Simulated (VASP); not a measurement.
Crystal: B4N3.

```xyz
7
Lattice="3.6559 0.0157 -0.0327 0.0157 3.5948 -0.0406 -0.0327 -0.0406 3.5299" Properties=species:S:1:pos:R:3 pbc="T T T"
B     2.6184    0.9990    2.4848
B     0.9894    2.4976    2.4086
B     2.8944    2.8166    0.8208
B     0.7684    0.8397    0.9731
N     1.8501    1.8861    0.0514
N     1.8179   -0.0263    1.9000
N    -0.0219    1.6968    1.7309
```

* Program: VASP 6.6.1
* Task: relaxation of cell and atoms
* Functional: PBE
* Potentials or basis: VASP PAW PBE potentials, release 64 (B, N)
* Cutoff: 600 eV
* k mesh: 6 × 6 × 6
* Occupations: gaussian, width 0.2 eV
* Spin: no spin polarisation

At the start: pressure 9.0 GPa; volume 6.63 Å³/atom.

Problem. How do energy, volume and symmetry change on relaxing?

Solution. Over 34 steps the energy falls by 268.1 meV/atom and the volume is 6.70 Å³/atom (+1.1 %); space group P1 (No. 1, to 0.1 Å) before, P-43m (No. 215, to 0.1 Å).

The path:
```tsv
step	energy change (eV)	largest force (eV/Å)	pressure (GPa)	volume (Å³)
1	0.0000	5.3329	9.04	46.38
2	-0.1068	7.3314	-0.93	48.76
3	-1.4820	2.0369	-3.90	47.53
4	-1.6133	2.0398	0.54	46.85
5	-1.7450	0.9815	-2.23	47.14
6	-1.7898	0.7101	1.86	46.57
7	-1.7991	0.3956	0.48	46.73
8	-1.8093	0.3919	0.27	46.71
9	-1.8110	0.2592	0.29	46.72
10	-1.8174	0.2142	-0.46	46.77
11	-1.8183	0.2339	-0.87	46.80
12	-1.8228	0.1660	0.15	46.65
13	-1.8231	0.2015	0.52	46.59
14	-1.8271	0.1443	0.83	46.55
15	-1.8353	0.1248	1.81	46.43
16	-1.8335	0.5444	4.00	46.20
17	-1.8378	0.2930	2.68	46.34
18	-1.8401	0.2836	2.59	46.36
19	-1.8466	0.2922	2.34	46.41
20	-1.8567	0.3225	1.89	46.52
21	-1.8556	0.4825	1.20	46.73
22	-1.8606	0.3624	1.58	46.61
23	-1.8667	0.2340	0.92	46.71
24	-1.8709	0.1883	-0.18	46.88
25	-1.8720	0.1329	-0.18	46.89
26	-1.8729	0.1072	-0.18	46.89
27	-1.8735	0.0756	-0.03	46.88
28	-1.8739	0.0988	0.21	46.85
29	-1.8745	0.0846	0.15	46.86
30	-1.8755	0.0819	-0.04	46.89
31	-1.8756	0.0841	-0.13	46.91
32	-1.8762	0.0492	-0.11	46.91
33	-1.8765	0.0538	-0.09	46.90
34	-1.8767	0.0239	-0.01	46.89
```

Final structure:
```
CELL_PARAMETERS angstrom
3.60632 0.00155 0.00051
0.00239 3.60492 0.00033
0.00296 0.00171 3.60640
ATOMIC_POSITIONS crystal
B 0.73864 0.26086 0.73851
B 0.26064 0.73892 0.73874
B 0.73852 0.73846 0.26096
B 0.26249 0.26214 0.26222
N 0.49992 0.49987 0.99974
N 0.49992 0.99984 0.49994
N 0.99986 0.49990 0.49990
```

Caveat: an odd number of electrons without spin polarisation forces a metal; a magnetic or distorted state may lie lower.
